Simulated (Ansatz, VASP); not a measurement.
Si4HO8 in VASP and in Ansatz

The input INCAR:

```
SYSTEM = Si4HO8
  PREC = Accurate
  ENCUT = 520
  EDIFF = 1E-6
  ISMEAR = -1
  SIGMA = 0.02
  LREAL = .FALSE.
  LASPH = .TRUE.
  NELM = 120
  ALGO = Normal
  ISIF = 2
  LWAVE = .FALSE.
  LCHARG = .FALSE.
  GGA = PE
  NBANDS = 44
  GGA_COMPAT = .FALSE.
```

The input KPOINTS:

```
regular mesh
0
G
  4 4 2
  0 0 0
```

The input POSCAR:

```
Si4HO8
1.0
    4.1773000000      0.0000000000      0.0000000000
    0.0000000000      4.1773000000      0.0000000000
    0.0000000000      0.0000000000      5.3304000000
Si O H
4 8 1
Direct
    0.0000000000      0.0000000000      0.0000000000
    0.5000000000      0.5000000000      0.2500000000
    0.0000000000      0.0000000000      0.5000000000
    0.5000000000      0.5000000000      0.7500000000
    0.3059000000      0.3059000000      0.0000000000
    0.1941000000      0.8059000000      0.2500000000
    0.6941000000      0.6941000000      0.0000000000
    0.8059000000      0.1941000000      0.2500000000
    0.3059000000      0.3059000000      0.5000000000
    0.1941000000      0.8059000000      0.7500000000
    0.6941000000      0.6941000000      0.5000000000
    0.8059000000      0.1941000000      0.7500000000
    0.0000000000      0.5000000000      0.1250000000
```

Input for Ansatz:

```yaml
crystal:
  lattice:
    - [4.1773, 0.0, 0.0]
    - [0.0, 4.1773, 0.0]
    - [0.0, 0.0, 2.6652]
  atoms:
    - { symbol: Si, position: [0.0, 0.0, 0.0] }
    - { symbol: Si, position: [0.5, 0.5, 0.5] }
    - { symbol: O, position: [0.3059, 0.3059, 0.0] }
    - { symbol: O, position: [0.1941, 0.8059, 0.5] }
    - { symbol: O, position: [0.6941, 0.6941, 0.0] }
    - { symbol: O, position: [0.8059, 0.1941, 0.5] }
  supercell: [1, 1, 2]
  defects:
    - { interstitial: { symbol: H, position: [0.0, 0.5, 0.125] } }
basis:
  ecutwfc: 462.593566181796
kpoints:
  mp_grid:
    grid: [4, 4, 2]
scf:
  occupations:
    method: fermi_dirac
    width: 0.02
output:
  forces: true
  eigenvalues: true
```

Alike in both runs: task single point; functional PBE; k mesh 4 × 4 × 2; occupations fermi-dirac, width 0.02 eV; no spin polarisation.

```csv
,VASP,Ansatz
version,VASP 6.6.1,Ansatz 0.2.0
potentials or method,"VASP PAW PBE potentials, release 64 (Si, O, H), cutoff 520 eV","plane waves, PAW"
valence electrons in the cell,65,65
```

```tsv
	VASP	Ansatz	Ansatz less VASP
gap on the k mesh at the Fermi level (eV)	none	none	-
rms of the force components (eV/Å)	0.623	0.625	+0.0019
```

A gap of «none» marks a metal or a gap that the smearing closes.

The k mesh is coarse, so the values compare programs but aren't converged.
